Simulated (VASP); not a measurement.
# AlN (P6_3mc) in VASP: relaxation of the atoms with PBE

Aim: the relaxation of the atoms of AlN with PBE.

Program: VASP 6.6.1. These are calculated values, not measurements. Logs are shortened: lines on timing, memory, paths and dates and some standing lists are left out, and cuts for length are marked.

### Step 1. The cell of the first run

It takes space group P6_3mc (No. 186, hexagonal). The conventional cell has a = 3.130 Å, b = 3.130 Å, c = 5.017 Å, α = 90.00°, β = 90.00°, γ = 120.00°. Within 2.5 Å of Al (site symmetry 3m) lie 4 N at 1.90 to 1.91 Å. Within 2.5 Å of N (site symmetry 3m) lie 4 Al at 1.90 to 1.91 Å.

### Step 2. Relaxation of the atoms, PBE

Contents of INCAR:

```
SYSTEM = AlN
ALGO     = Normal         ! electronic algorithm
EDIFF    = 1E-7           ! SCF threshold, eV
EDIFFG   = -0.01          ! ionic threshold
ENCUT    = 520            ! plane-wave cutoff, eV
GGA      = PE             ! functional
GGA_COMPAT= .False.      
IBRION   = 2              ! ionic algorithm
ISIF     = 2              ! what is computed and relaxed
ISMEAR   = -1             ! smearing method
ISYM     = -1           
KPAR     = 1            
LASPH    = .True.         ! aspherical terms in the spheres
LCHARG   = .False.        ! write CHGCAR
LREAL    = Auto         
LWAVE    = .False.        ! write WAVECAR
NELM     = 120            ! most SCF steps
NELMIN   = 4            
NSW      = 100            ! ionic steps
PREC     = Accurate       ! precision mode
SIGMA    = 0.01           ! smearing width, eV
```

Contents of KPOINTS:

```
explicit points
1
Reciprocal
  0.25000000   0.25000000   0.25000000 1
```

Contents of POSCAR:

```
AlN
1.0
    9.3892708692      0.0000000866      0.0000000000
   -4.6946355096      8.1313470524      0.0000000000
    0.0000000000      0.0000000000     10.0348065929
Al N
36 36
Direct
    0.2222222222      0.1111111111      0.2496176869
    0.1111111111      0.2222222222      0.4996176869
    0.2222222222      0.1111111111      0.7496176869
    0.1111111111      0.2222222222      0.9996176869
    0.2222222222      0.4444444444      0.2496176869
    0.1111111111      0.5555555556      0.4996176869
    0.2222222222      0.4444444444      0.7496176869
    0.1111111111      0.5555555556      0.9996176869
    0.2222222222      0.7777777778      0.2496176869
    0.1111111111      0.8888888889      0.4996176869
    0.2222222222      0.7777777778      0.7496176869
    0.1111111111      0.8888888889      0.9996176869
    0.5555555556      0.1111111111      0.2496176869
    0.4444444444      0.2222222222      0.4996176869
    0.5555555556      0.1111111111      0.7496176869
    0.4444444444      0.2222222222      0.9996176869
    0.5555555556      0.4444444444      0.2496176869
    0.4444444444      0.5555555556      0.4996176869
    0.5555555556      0.4444444444      0.7496176869
    0.4444444444      0.5555555556      0.9996176869
    0.5555555556      0.7777777778      0.2496176869
    0.4444444444      0.8888888889      0.4996176869
    0.5555555556      0.7777777778      0.7496176869
    0.4444444444      0.8888888889      0.9996176869
    0.8888888889      0.1111111111      0.2496176869
    0.7777777778      0.2222222222      0.4996176869
    0.8888888889      0.1111111111      0.7496176869
    0.7777777778      0.2222222222      0.9996176869
    0.8888888889      0.4444444444      0.2496176869
    0.7777777778      0.5555555556      0.4996176869
    0.8888888889      0.4444444444      0.7496176869
    0.7777777778      0.5555555556      0.9996176869
    0.8888888889      0.7777777778      0.2496176869
    0.7777777778      0.8888888889      0.4996176869
    0.8888888889      0.7777777778      0.7496176869
    0.7777777778      0.8888888889      0.9996176869
    0.2222222222      0.1111111111      0.4403823131
    0.1111111111      0.2222222222      0.1903823131
    0.2222222222      0.1111111111      0.9403823131
    0.1111111111      0.2222222222      0.6903823131
    0.2222222222      0.4444444444      0.4403823131
    0.1111111111      0.5555555556      0.1903823131
    0.2222222222      0.4444444444      0.9403823131
    0.1111111111      0.5555555556      0.6903823131
    0.2222222222      0.7777777778      0.4403823131
    0.1111111111      0.8888888889      0.1903823131
    0.2222222222      0.7777777778      0.9403823131
    0.1111111111      0.8888888889      0.6903823131
    0.5555555556      0.1111111111      0.4403823131
    0.4444444444      0.2222222222      0.1903823131
    0.5555555556      0.1111111111      0.9403823131
    0.4444444444      0.2222222222      0.6903823131
    0.5555555556      0.4444444444      0.4403823131
    0.4444444444      0.5555555556      0.1903823131
    0.5555555556      0.4444444444      0.9403823131
    0.4444444444      0.5555555556      0.6903823131
    0.5555555556      0.7777777778      0.4403823131
    0.4444444444      0.8888888889      0.1903823131
    0.5555555556      0.7777777778      0.9403823131
    0.4444444444      0.8888888889      0.6903823131
    0.8888888889      0.1111111111      0.4403823131
    0.7777777778      0.2222222222      0.1903823131
    0.8888888889      0.1111111111      0.9403823131
    0.7777777778      0.2222222222      0.6903823131
    0.8888888889      0.4444444444      0.4403823131
    0.7777777778      0.5555555556      0.1903823131
    0.8888888889      0.4444444444      0.9403823131
    0.7777777778      0.5555555556      0.6903823131
    0.8888888889      0.7777777778      0.4403823131
    0.7777777778      0.8888888889      0.1903823131
    0.8888888889      0.7777777778      0.9403823131
    0.7777777778      0.8888888889      0.6903823131
```

Potentials or basis: VASP PAW PBE potentials, release 64 (Al, N).

Launch:

```
> cat potpaw_PBE.64/Al/POTCAR potpaw_PBE.64/N/POTCAR > POTCAR
> mpirun -np 4 vasp_std > vasp.out
```

OUTCAR:

```text
SYSTEM = AlN
   EDIFF = 1E-7
   EDIFFG = -0.01
   ENCUT = 520
   GGA = PE
   IBRION = 2
   ISIF = 2
   ISMEAR = -1
   ISYM = -1
   LASPH = .True.
   LREAL = Auto
   NELM = 120
   NELMIN = 4
   NSW = 100
   PREC = Accurate

 ion  position               nearest neighbor table
   1  0.222  0.111  0.250-  46 1.90  50 1.90  38 1.90  37 1.91  10 3.09  12 3.09  14 3.09  16 3.09
                             2 3.09   4 3.09  33 3.13   5 3.13   9 3.13  25 3.13  17 3.13  13 3.13
   2  0.111  0.222  0.500-  41 1.90  61 1.90  37 1.90  40 1.91   5 3.09   7 3.09  25 3.09  27 3.09
                             1 3.09   3 3.09  34 3.13  10 3.13  14 3.13  26 3.13  18 3.13   6 3.13
   3  0.222  0.111  0.750-  48 1.90  52 1.90  40 1.90  39 1.91  10 3.09  12 3.09  14 3.09  16 3.09
                             2 3.09   4 3.09  35 3.13   7 3.13  11 3.13  27 3.13  19 3.13  15 3.13
   4  0.111  0.222  1.000-  43 1.90  63 1.90  39 1.90  38 1.91   5 3.09   7 3.09  25 3.09  27 3.09
                             1 3.09   3 3.09  36 3.13  12 3.13  16 3.13  28 3.13  20 3.13   8 3.13
   5  0.222  0.444  0.250-  38 1.90  54 1.90  42 1.90  41 1.91   2 3.09   4 3.09  18 3.09  20 3.09
                             6 3.09   8 3.09  25 3.13   1 3.13  29 3.13  21 3.13   9 3.13  17 3.13
   6  0.111  0.556  0.500-  45 1.90  65 1.90  41 1.90  44 1.91   9 3.09  11 3.09  29 3.09  31 3.09
                             5 3.09   7 3.09  22 3.13  10 3.13  18 3.13  30 3.13  26 3.13   2 3.13
   7  0.222  0.444  0.750-  40 1.90  56 1.90  44 1.90  43 1.91   2 3.09   4 3.09  18 3.09  20 3.09
                             6 3.09   8 3.09  27 3.13   3 3.13  31 3.13  23 3.13  11 3.13  19 3.13
   8  0.111  0.556  1.000-  47 1.90  67 1.90  43 1.90  42 1.91   9 3.09  11 3.09  29 3.09  31 3.09
                             5 3.09   7 3.09  24 3.13  12 3.13  20 3.13  32 3.13  28 3.13   4 3.13
   9  0.222  0.778  0.250-  42 1.90  58 1.90  46 1.90  45 1.91   6 3.09   8 3.09  22 3.09  24 3.09
                            10 3.09  12 3.09   1 3.13  33 3.13  29 3.13  13 3.13   5 3.13  21 3.13
  10  0.111  0.889  0.500-  37 1.90  69 1.90  45 1.90  48 1.91   1 3.09   3 3.09  33 3.09  35 3.09
                             9 3.09  11 3.09  14 3.13  30 3.13   6 3.13   2 3.13  22 3.13  34 3.13
  11  0.222  0.778  0.750-  44 1.90  60 1.90  48 1.90  47 1.91   6 3.09   8 3.09  22 3.09  24 3.09
                            10 3.09  12 3.09   3 3.13  35 3.13  31 3.13  15 3.13   7 3.13  23 3.13
[... 84 lines left out ...]
  71  0.889  0.778  0.940-  32 1.90  12 1.90  36 1.90  35 1.91
  72  0.778  0.889  0.690-  27 1.90  23 1.90  35 1.90  34 1.91

IMPORTANT INFORMATION: All symmetrisations will be switched off!
NOSYMM: (Re-)initialisation of all symmetry stuff for point group C_1.

----------------------------------------------------------------------------------------

                                     Primitive cell

  volume of cell :     766.1316

  direct lattice vectors                    reciprocal lattice vectors
     9.389270869  0.000000087  0.000000000     0.106504542  0.061490427  0.000000000
    -4.694635510  8.131347052  0.000000000    -0.000000001  0.122980853  0.000000000
     0.000000000  0.000000000 10.034806593     0.000000000  0.000000000  0.099653141

  length of vectors
     9.389270869  9.389270869 10.034806593     0.122980853  0.122980853  0.099653141

  position of ions in fractional coordinates (direct lattice)
     0.222222222  0.111111111  0.249617687
     0.111111111  0.222222222  0.499617687
     0.222222222  0.111111111  0.749617687
     0.111111111  0.222222222  0.999617687
     0.222222222  0.444444444  0.249617687
     0.111111111  0.555555556  0.499617687
[... 64 lines left out ...]
     0.888888889  0.777777778  0.940382313
     0.777777778  0.888888889  0.690382313

  ion indices of the primitive-cell ions
   primitive index   ion index
                 1           1
                 2           2
                 3           3
                 4           4
                 5           5
                 6           6
[... 64 lines left out ...]
                71          71
                72          72

----------------------------------------------------------------------------------------

 KPOINTS: explicit points

Read explicit list of k-points.

 Found      1 k-points:

 Following reciprocal coordinates:
            Coordinates               Weight
  0.250000  0.250000  0.250000      1.000000
   k-points           NKPTS =      1   k-points in BZ     NKDIM =      1   number of bands    NBANDS=    184
   number of dos      NEDOS =    301   number of ions     NIONS =     72
   total plane-waves  NPLWV = 392000
   dimension x,y,z NGX =    70 NGY =   70 NGZ =   80
   dimension x,y,z NGXF=   140 NGYF=  140 NGZF=  160
   ions per type =              36  36
   NGX,Y,Z   is equivalent  to a cutoff of  12.39, 12.39, 13.25 a.u.
   NGXF,Y,Z  is equivalent  to a cutoff of  24.79, 24.79, 26.51 a.u.
 SYSTEM =  AlN
   PREC   = accura    normal or accurate (medium, high low for compatibility)
   ISTART =      0    job   : 0-new  1-cont  2-samecut
   ICHARG =      2    charge: 1-file 2-atom 10-const
   ISPIN  =      1    spin polarized calculation?
   LNONCOLLINEAR =      F non collinear calculations
   LSORBIT =      F    spin-orbit coupling
   LASPH  =      T    aspherical Exc in radial PAW
   ENCUT  =  520.0 eV  38.22 Ry    6.18 a.u.  17.46 17.46 18.66*2*pi/ulx,y,z
   NELM   =    120;   NELMIN=  4; NELMDL= -5     # of ELM steps
   EDIFF  = 0.1E-06   stopping-criterion for ELM
   LREAL  =      T    real-space projection
   EDIFFG = -.1E-01   stopping-criterion for IOM
   NSW    =    100    number of steps for IOM
   IBRION =      2    ionic relax: 0-MD 1-quasi-New 2-CG
   NFREE  =      1    steps in history (QN), initial steepest desc. (CG)
   ISIF   =      2    stress and relaxation
   ISYM   =     -1    0-nonsym 1-usesym 2-fastsym
   POTIM  = 0.5000    time-step for ionic-motion
   TEBEG  =    0.0;   TEEND  =   0.0 temperature during run
   PSTRESS=    0.0 pullay stress
   NELECT =     288.0000    total number of electrons
   NUPDOWN=      -1.0000    fix difference up-down
   EMIN   =  10.00;   EMAX   =-10.00  energy-range for DOS
   EFERMI =   0.00;   METHOD = LEGACY
   ISMEAR =    -1;   SIGMA  =   0.01  broadening in eV -4-tet -1-fermi 0-gaus
   EFERMI_NEDOS =   21; number of points for ismear=-14 and -15
   IALGO  =     38    algorithm
   IMIX   =      4    mixing-type and parameters
     AMIX     =   0.40;   BMIX     =  1.00
     AMIX_MAG =   1.60;   BMIX_MAG =  1.00
  volume/ion in A,a.u.               =      10.64        71.81
  Fermi-wavevector in a.u.,A,eV,Ry     =   1.181511  2.232733 18.993310  1.395969
  Thomas-Fermi vector in A             =   2.317783
   LORBIT       =      0    0 simple, 1 ext, 2 COOP (PROOUT), +10 PAW based schemes
   GGA     = PE    functional components
   LHFCALC =     F    Hartree Fock is set to
   AEXX    =    0.0000 exact exchange contribution
   IVDW    =     0    specifies the selected vdW correction
   LEPSILON=     F    determine dielectric tensor
   LRPA    =     F    only Hartree local field effects (RPA)
 conjugate gradient relaxation of ions
 non-spin polarized calculation
  energy-cutoff  :      520.00
  volume of cell :      766.13
 maximum number of plane-waves:     20622
 NGX is ok and might be reduce to    70
   NGX = 35   NGY = 35   NGZ = 37

--------------------------------------- Ionic step        1  -------------------------------------------

 number of electron     287.9999968 magnetization

 Free energy of the ion-electron system (eV)
  ---------------------------------------------------
  ext. energy  EPLUGINS =         0.00000000
  ---------------------------------------------------
  free energy    TOTEN  =      -537.13790238 eV

  energy without entropy =     -537.13790238  energy(sigma->0) =     -537.13790238

------------------------ aborting loop because EDIFF is reached ----------------------------------------

  FORCE on cell =-STRESS in cart. coord.  units (eV):
  Direction    XX          YY          ZZ          XY          YZ          ZX
  --------------------------------------------------------------------------------------
  -------------------------------------------------------------------------------------
  Total       -0.4782083     -3.9745432      1.0322352     -3.0279127     -0.0153393     -0.0088556
  in kB       -1.0000560     -8.3117875      2.1586682     -6.3321407     -0.0320783     -0.0185193
  external PRESSURE =      -2.3843918 kB  Pullay stress =       0.0000000 kB
[... 197 lines left out ...]
  energy  without entropy=     -537.1405379407  energy(sigma->0) =     -537.14053794

--------------------------------------- Ionic step        3  -------------------------------------------

 number of electron     287.9999968 magnetization

 Free energy of the ion-electron system (eV)
  ---------------------------------------------------
  ext. energy  EPLUGINS =         0.00000000
  ---------------------------------------------------
  free energy    TOTEN  =      -537.14069634 eV

  energy without entropy =     -537.14069634  energy(sigma->0) =     -537.14069634

 E-fermi :   5.9731     XC(G=0): -10.8332

 val. band max:        5.7265574439   @ k =   0.2500   0.2500   0.2500
 cond. band min:      11.1640246264   @ k =   0.2500   0.2500   0.2500
 fundamental gap:      5.4374671825
 Fermi energy:         5.9730607556

 k-point     1 :       0.2500    0.2500    0.2500
  band No.  band energies     occupation
      1      -8.8034      2.00000
      2      -8.4838      2.00000
      3      -8.4831      2.00000
      4      -8.3730      2.00000
      5      -8.0792      2.00000
      6      -8.0786      2.00000
[... 148 lines left out ...]
    155      11.9570      0.00000
    156      11.9573      0.00000
 [bands above 156 left out]

------------------------ aborting loop because EDIFF is reached ----------------------------------------

  FORCE on cell =-STRESS in cart. coord.  units (eV):
  Direction    XX          YY          ZZ          XY          YZ          ZX
  --------------------------------------------------------------------------------------
  -------------------------------------------------------------------------------------
  Total       -0.3010745     -4.7781824      1.7180095     -3.8772894     -0.0162227     -0.0093662
  in kB       -0.6296239     -9.9924027      3.5927978     -8.1084048     -0.0339257     -0.0195871
  external PRESSURE =      -2.3430763 kB  Pullay stress =       0.0000000 kB
[... 87 lines left out ...]
  FREE ENERGIE OF THE ION-ELECTRON SYSTEM (eV)
  ---------------------------------------------------
  free  energy   TOTEN  =      -537.1406963371 eV

  energy  without entropy=     -537.1406963370  energy(sigma->0) =     -537.14069634

 reached required accuracy - stopping structural energy minimisation
```

Wall time 5 min (4 MPI ranks of Intel Xeon Platinum 8259CL at 2.50GHz (Skylake/Cascade Lake), shared host); peak memory 0.36 GiB.

Results:

```yaml
Free_energy: -537.1407 eV
Energy_gained_by_relaxing: 0.0 meV/atom
Ionic_steps: 3
Pressure_after_relaxing: -0.2 GPa
Largest_force_after_relaxing: 0.009 eV/Å
Band_gap_on_the_k_mesh: 5.44 eV
```

Forces in eV/Å, atoms in the order of the input:
```
Al   0.006 -0.003  0.001
Al  -0.006  0.003  0.001
Al   0.006 -0.003  0.001
Al  -0.006  0.003  0.001
Al   0.007 -0.005  0.001
Al  -0.008  0.004  0.003
Al   0.007 -0.005  0.001
Al  -0.008  0.004  0.003
Al   0.007 -0.004  0.002
Al  -0.006  0.004  0.001
Al   0.007 -0.004  0.002
Al  -0.006  0.004  0.001
Al   0.008 -0.005  0.003
Al  -0.008  0.004  0.001
Al   0.008 -0.005  0.003
Al  -0.008  0.004  0.001
Al   0.008 -0.004  0.003
Al  -0.008  0.004  0.003
Al   0.008 -0.004  0.003
Al  -0.008  0.004  0.003
Al   0.008 -0.004  0.001
Al  -0.008  0.004  0.003
Al   0.008 -0.004  0.001
Al  -0.008  0.004  0.003
Al   0.006 -0.004  0.001
Al  -0.007  0.004  0.002
Al   0.006 -0.004  0.001
Al  -0.007  0.004  0.002
Al   0.008 -0.004  0.003
Al  -0.007  0.005  0.001
Al   0.008 -0.004  0.003
Al  -0.007  0.005  0.001
Al   0.006 -0.003  0.001
Al  -0.006  0.003  0.001
Al   0.006 -0.003  0.001
Al  -0.006  0.003  0.001
N   -0.002  0.003 -0.001
N    0.004  0.000 -0.001
N   -0.002  0.003 -0.001
N    0.004  0.000 -0.001
N   -0.004  0.004 -0.002
N    0.004 -0.002 -0.002
N   -0.004  0.004 -0.002
N    0.004 -0.002 -0.002
N   -0.002  0.001 -0.002
N    0.005 -0.003 -0.002
N   -0.002  0.001 -0.002
N    0.005 -0.003 -0.002
N   -0.004  0.002 -0.002
N    0.005 -0.001 -0.002
N   -0.004  0.002 -0.002
N    0.005 -0.001 -0.002
N   -0.004  0.002 -0.002
N    0.004 -0.002 -0.002
N   -0.004  0.002 -0.002
N    0.004 -0.002 -0.002
N   -0.005  0.001 -0.002
N    0.004 -0.002 -0.002
N   -0.005  0.001 -0.002
N    0.004 -0.002 -0.002
N   -0.005  0.003 -0.002
N    0.002 -0.001 -0.002
N   -0.005  0.003 -0.002
N    0.002 -0.001 -0.002
N   -0.004  0.002 -0.002
N    0.004 -0.004 -0.002
N   -0.004  0.002 -0.002
N    0.004 -0.004 -0.002
N   -0.004  0.000 -0.001
N    0.002 -0.003 -0.001
N   -0.004  0.000 -0.001
N    0.002 -0.003 -0.001
```

Stress tensor (GPa, compression positive):
```
-0.06 -0.81  0.00
-0.81 -1.00  0.00
 0.00  0.00  0.36
```

The path:
```
step  energy change (eV)  largest force (eV/Å)  pressure (GPa)
   1              0.0000                0.0509           -0.24
   2             -0.0026                0.0188           -0.23
   3             -0.0028                0.0095           -0.23
```

Final structure:
```xyz
72
Lattice="9.3893 0.0000 0.0000 -4.6946 8.1313 0.0000 0.0000 0.0000 10.0348" Properties=species:S:1:pos:R:3 pbc="T T T"
Al    1.5640    0.9041    2.5057
Al    0.0010    1.8065    5.0144
Al    1.5640    0.9041    7.5231
Al    0.0010    1.8065   10.0318
Al   -0.0010    3.6146    2.5057
Al   -1.5639    4.5168    5.0144
Al   -0.0010    3.6146    7.5231
Al   -1.5639    4.5168   10.0318
Al   -1.5658    6.3249    2.5057
Al   -3.1286    7.2272    5.0144
Al   -1.5658    6.3249    7.5231
Al   -3.1286    7.2272   10.0318
Al    4.6936    0.9040    2.5057
Al    3.1309    1.8064    5.0144
Al    4.6936    0.9040    7.5231
Al    3.1309    1.8064   10.0318
Al    3.1287    3.6146    2.5057
Al    1.5660    4.5168    5.0144
Al    3.1287    3.6146    7.5231
Al    1.5660    4.5168   10.0318
Al    1.5638    6.3249    2.5057
Al    0.0010    7.2273    5.0144
Al    1.5638    6.3249    7.5231
Al    0.0010    7.2273   10.0318
Al    7.8233    0.9041    2.5057
Al    6.2605    1.8064    5.0144
Al    7.8233    0.9041    7.5231
Al    6.2605    1.8064   10.0318
Al    6.2585    3.6146    2.5057
Al    4.6957    4.5167    5.0144
Al    6.2585    3.6146    7.5231
Al    4.6957    4.5167   10.0318
Al    4.6936    6.3249    2.5057
Al    3.1307    7.2272    5.0144
Al    4.6936    6.3249    7.5231
Al    3.1307    7.2272   10.0318
N     1.5633    0.9044    4.4183
N     0.0015    1.8061    1.9096
N     1.5633    0.9044    9.4357
N     0.0015    1.8061    6.9270
N    -0.0015    3.6148    4.4183
N    -1.5633    4.5165    1.9096
N    -0.0015    3.6148    9.4357
N    -1.5633    4.5165    6.9270
N    -1.5664    6.3253    4.4183
N    -3.1282    7.2270    1.9096
N    -1.5664    6.3253    9.4357
N    -3.1282    7.2270    6.9270
N     4.6931    0.9044    4.4183
N     3.1313    1.8061    1.9096
N     4.6931    0.9044    9.4357
N     3.1313    1.8061    6.9270
N     3.1282    3.6148    4.4183
N     1.5664    4.5165    1.9096
N     3.1282    3.6148    9.4357
N     1.5664    4.5165    6.9270
N     1.5633    6.3253    4.4183
N     0.0015    7.2270    1.9096
N     1.5633    6.3253    9.4357
N     0.0015    7.2270    6.9270
N     7.8228    0.9044    4.4183
N     6.2610    1.8061    1.9096
N     7.8228    0.9044    9.4357
N     6.2610    1.8061    6.9270
N     6.2580    3.6148    4.4183
N     4.6962    4.5165    1.9096
N     6.2580    3.6148    9.4357
N     4.6962    4.5165    6.9270
N     4.6931    6.3253    4.4183
N     3.1313    7.2270    1.9096
N     4.6931    6.3253    9.4357
N     3.1313    7.2270    6.9270
```

Levels at points of the mesh, in eV from the valence-band top:
| k point | band 142 | band 143 | band 144 | band 145 | band 146 | band 147 |
| --- | --- | --- | --- | --- | --- | --- |
| (0.25, 0.25, 0.25) | -0.13 | -0.13 | 0.00 | 5.44 | 5.44 | 5.49 |

Caveat: a shifted mesh leaves out Γ, where band edges can lie. A k mesh can miss the band edges.
